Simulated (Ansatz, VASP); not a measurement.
# Two plane-wave programs on HfN

File POSCAR:

```
HfN
1.0
    2.8250300000      0.0000000000      0.0000000000
    0.0000000000      2.8250300000      0.0000000000
    0.0000000000      0.0000000000      2.8250300000
Hf N
1 1
Direct
    0.5000000000      0.5000000000      0.5000000000
    0.0000000000      0.0000000000      0.0000000000
```

Contents of INCAR.step1:

```
SYSTEM = HfN
  PREC = Accurate
  ENCUT = 520
  ISMEAR = -1
  SIGMA = 0.05
  LREAL = .FALSE.
  LASPH = .TRUE.
  NELM = 150
  LMAXMIX = 4
  LDAU = .TRUE.
  LDAUTYPE = 2
  LDAUL = 2 -1
  LDAUU = 2 0
  LDAUJ = 0 0
  NBANDS = 14
  GGA = PE
  ALGO = Normal
  EDIFF = 1E-4
  LWAVE = .TRUE.
  LCHARG = .FALSE.
```

Contents of INCAR.step2:

```
SYSTEM = HfN
  PREC = Accurate
  ENCUT = 520
  EDIFF = 1E-6
  ISMEAR = -1
  SIGMA = 0.05
  LREAL = .FALSE.
  LASPH = .TRUE.
  NELM = 150
  ALGO = Normal
  ISIF = 2
  LWAVE = .FALSE.
  LCHARG = .FALSE.
  LMAXMIX = 4
  LDAU = .TRUE.
  LDAUTYPE = 2
  LDAUL = 2 -1
  LDAUU = 2 0
  LDAUJ = 0 0
  LDAUPRINT = 1
  METAGGA = R2SCAN
  LMIXTAU = .TRUE.
  NBANDS = 14
  ISTART = 1
```

File KPOINTS:

```
regular mesh
0
G
  9 9 9
  0 0 0
```

File input.yaml:

```yaml
crystal:
  lattice:
    - [2.82503, 0.0, 0.0]
    - [0.0, 2.82503, 0.0]
    - [0.0, 0.0, 2.82503]
  atoms:
    - { symbol: Hf, position: [0.5, 0.5, 0.5] }
    - { symbol: "N", position: [0.0, 0.0, 0.0] }
hamiltonian:
  xc: r2scan
  pseudopotentials: { kind: paw }
  hubbard: { sites: [{ species: Hf, l: d, u_eff: 2.0 }] }
kpoints:
  mp_grid: { grid: [9, 9, 9] }
scf:
  occupations: { method: fermi_dirac, width: 0.05 }
  n_extra_bands: 6
output:
  forces: true
  stress: true
  eigenvalues: true
  dos: { projected: true, de: 0.05, nscf_kmesh: { grid: [14, 14, 14] } }
  write_density: true
  write_potential: true
  elf: true
  volumetric_format: npy
```

Alike in both runs: functional r2SCAN; k mesh 9 × 9 × 9; occupations fermi-dirac, width 0.05 eV; no spin polarisation; Hubbard terms Hf d U = 2.0 eV.

|  | VASP | Ansatz |
| --- | --- | --- |
| version | VASP 6.6.1 | Ansatz 0.2.0 |
| potentials or method | VASP PAW PBE potentials, release 64 (Hf_pv, N) | Ansatz PAW |
| plane-wave cutoff (eV) | 520 | 500 |
| valence electrons in the cell | 15 | 31 |
| task | single point | projected density of states |

```csv
,VASP,Ansatz,Ansatz less VASP
gap on the k mesh at the Fermi level (eV),none,none,-
pressure (GPa),-0.3,-2.1,-1.82
```

VASP's potentials were made for PBE, not for r2SCAN. The programs project onto different local orbitals, so the same U acts differently, and such runs can settle in different states. A gap of «none» marks a metal or a gap that the smearing closes. VASP's potentials hold 15 valence electrons a cell and Ansatz's 31, so a difference there can come from the potentials and not from the codes.

Spin-orbit coupling is off throughout.
